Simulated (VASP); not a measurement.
Here is a VASP 6.6.1 calculation.

The input INCAR:

```
SYSTEM = ZnSe
  ALGO = Normal
  EDIFF = 1E-6
  ENCUT = 520
  GGA = PS
  ISIF = 2
  ISMEAR = 0
  LASPH = .TRUE.
  LCHARG = .FALSE.
  LREAL = .FALSE.
  LWAVE = .FALSE.
  NBANDS = 26
  NELM = 80
  PREC = Accurate
  SIGMA = 0.02
```

The input KPOINTS:

```
k-points
0
G
  8 8 6
  0 0 0
```

Contents of POSCAR:

```
ZnSe
1.0
    2.8166236696      2.8166236696      0.0000000000
   -2.8166236696      2.8166236696      0.0000000000
    0.0000000000      0.0000000000      5.6332473391
Zn Se
2 2
Direct
    0.0000000000      0.0000000000      0.0000000000
    0.5000000000      0.5000000000      0.5000000000
    0.5000000000      0.0000000000      0.2500000000
    0.0000000000      0.5000000000      0.7500000000
```

Potentials or basis: VASP PAW PBE potentials, release 64 (Zn, Se).

Run with:

```bash
$ cat potpaw_PBE.64/Zn/POTCAR potpaw_PBE.64/Se/POTCAR > POTCAR
$ mpirun -np 1 vasp_std > vasp.out
```

(1) Predict the band gap on the k mesh.

(2) Predict the pressure.

Answers

(1) 1.24 eV.

(2) 0.3 GPa.

Caveat: the PAW data sets were made with another functional, which shifts forces and pressure a little.
